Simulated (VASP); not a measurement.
Write the native input for VASP 6.6.1 that does the following.

```yaml
Task: single point
Functional: PBEsol
Potentials_or_basis: VASP PAW PBE potentials, release 64 (W_sv, C)
Cutoff: 520 eV
k_mesh: 10 × 10 × 10
Occupations: fermi-dirac, width 0.05 eV
Spin: no spin polarisation
Dipole_correction: no
Further_INCAR_settings: ALGO = Normal; EDIFF = 1e-06; NBANDS = 16
```

The structure of WC lies in POSCAR:

```
WC
1.0
    0.0000000000      2.1926840000      2.1926840000
    2.1926840000      0.0000000000      2.1926840000
    2.1926840000      2.1926840000      0.0000000000
W C
1 1
Direct
   -0.0174180000     -0.0048180000      0.0027980000
    0.5174460000      0.5059440000      0.4867750000
```

This cell differs from its parent crystal: atoms moved at random.

One way to write it, as run:

INCAR

```
PREC = Accurate ; ENCUT = 520
EDIFF = 1E-6 ; ISMEAR = -1
SIGMA = 0.05 ; LREAL = F
LASPH = T ; NELM = 80
ALGO = Normal ; ISIF = 2
LWAVE = F ; LCHARG = F
GGA = PS ; NBANDS = 16
```

KPOINTS

```
regular mesh
0
Gamma
  10 10 10
```

Potentials or basis: VASP PAW PBE potentials, release 64 (W_sv, C).

Command:

```sh
$ cat potpaw_PBE.64/W_sv/POTCAR potpaw_PBE.64/C/POTCAR > POTCAR
$ mpirun -np 1 vasp_std > vasp.out
```

It gave:

```
Pressure               : -7.3 GPa
Largest force          : 0.720 eV/Å
Band gap on the k mesh : zero (band 9 reaches 13.28 eV, above the bottom of band 10 at 10.21 eV)
```

Caveat: the cell differs from its parent crystal (atoms moved at random); the PAW data sets were made with another functional, which shifts forces and pressure a little; spin-orbit coupling is left out, which moves the levels of the heavy elements.

Wall time 3.4 min on 1 thread of AMD EPYC 7R43 64-Core Processor (Zen 3), with other jobs on the host, peak memory 0.24 GiB.
